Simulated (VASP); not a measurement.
WS3: single point with PBE

Crystal: WS3.

```xyz
4
Lattice="3.9348 0.0000 0.0000 0.0000 3.9348 0.0000 0.0000 0.0000 3.9348" Properties=species:S:1:pos:R:3 pbc="T T T"
W     0.0000    0.0000    0.0000
S     0.0000    1.9674    1.9674
S     1.9674    0.0000    1.9674
S     1.9674    1.9674    0.0000
```

```yaml
Program: VASP 6.6.1
Task: single point
Functional: PBE
Potentials_or_basis: VASP PAW PBE potentials, release 64 (W_sv, S)
Cutoff: 520 eV
k_mesh: 4 × 4 × 4
Occupations: gaussian, width 0.1 eV
Spin: collinear spin
Starting_moments: "[2.24, 0.0, 0.0, 0.0] μB"
```

The pressure is 0.1 GPa. The net moment is 0.15 μB per cell and the site moments are W +0.17; S -0.01 μB. The valence electrons inside the program's atomic spheres are W 11.68; S 3.56.

Levels at points of the mesh, in eV from the Fermi level:
Spin up:
```
           k point  band 12  band 13  band 14  band 15  band 16  band 17  band 18  band 19  band 20  band 21
(0.00, 0.00, 0.00)    -1.93    -1.93    -1.25    -1.25    -1.25    -1.20    -1.20    -0.46     0.94     0.94
(0.50, 0.00, 0.00)    -3.84    -3.84    -2.66    -0.97    -0.75    -0.75    -0.01     3.05     3.25     3.25
(0.50, 0.50, 0.00)    -3.52    -3.43    -3.43    -1.08    -0.52     0.48     1.22     3.07     3.12     3.12
(0.50, 0.50, 0.50)    -1.51     0.08     0.08     0.52     0.52     0.52     1.10     1.10     1.10     1.47
```
Spin down:
```tsv
k point	band 12	band 13	band 14	band 15	band 16	band 17	band 18	band 19	band 20	band 21
(0.00, 0.00, 0.00)	-1.94	-1.94	-1.16	-1.16	-1.16	-1.06	-1.06	-0.40	0.92	0.92
(0.50, 0.00, 0.00)	-3.85	-3.85	-2.67	-0.88	-0.75	-0.75	0.16	3.15	3.30	3.30
(0.50, 0.50, 0.00)	-3.54	-3.44	-3.44	-0.98	-0.37	0.57	1.20	3.13	3.19	3.19
(0.50, 0.50, 0.50)	-1.43	0.25	0.25	0.62	0.62	0.62	1.08	1.08	1.08	1.45
```

It took 63 s on 1 thread of Intel Xeon 8259CL (shared host), peak memory 0.2 GiB.

Caveat: the k points lie up to 0.40 Å⁻¹ apart; spin-orbit coupling is left out, which moves the levels of the heavy elements.
